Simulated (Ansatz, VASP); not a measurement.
**GaN in VASP and in Ansatz**

```xyz
4
Lattice="3.3000 0.0000 0.0000 -1.6500 2.8579 0.0000 0.0000 0.0000 4.7559" Properties=species:S:1:pos:R:3 pbc="T T T"
Ga    0.0000    1.9053    1.1890
Ga    1.6500    0.9526    3.5669
N     1.6500    0.9526    1.1890
N     0.0000    1.9053    3.5669
```

Alike in both runs: task single point; functional PBE; k mesh 12 × 12 × 6; non-collinear spin, spin-orbit coupling.

|  | VASP | Ansatz |
| --- | --- | --- |
| version | VASP 6.6.1 | Ansatz 0.2.0 |
| potentials or method | VASP PAW PBE potentials, release 64 (Ga_d, N) | plane waves, PAW |
| plane-wave cutoff (eV) | 520 | 420 |
| occupations | gaussian, width 0.01 eV | fixed |
| valence electrons in the cell | 36 | 36 |

```tsv
	VASP	Ansatz	Ansatz less VASP
pressure (GPa)	6.4	6.3	-0.04
traceless stress, the component that is largest in VASP (GPa)	-1.24	-1.44	-0.203
net moment per atom (μB)	0.00	0.00	0.000
```
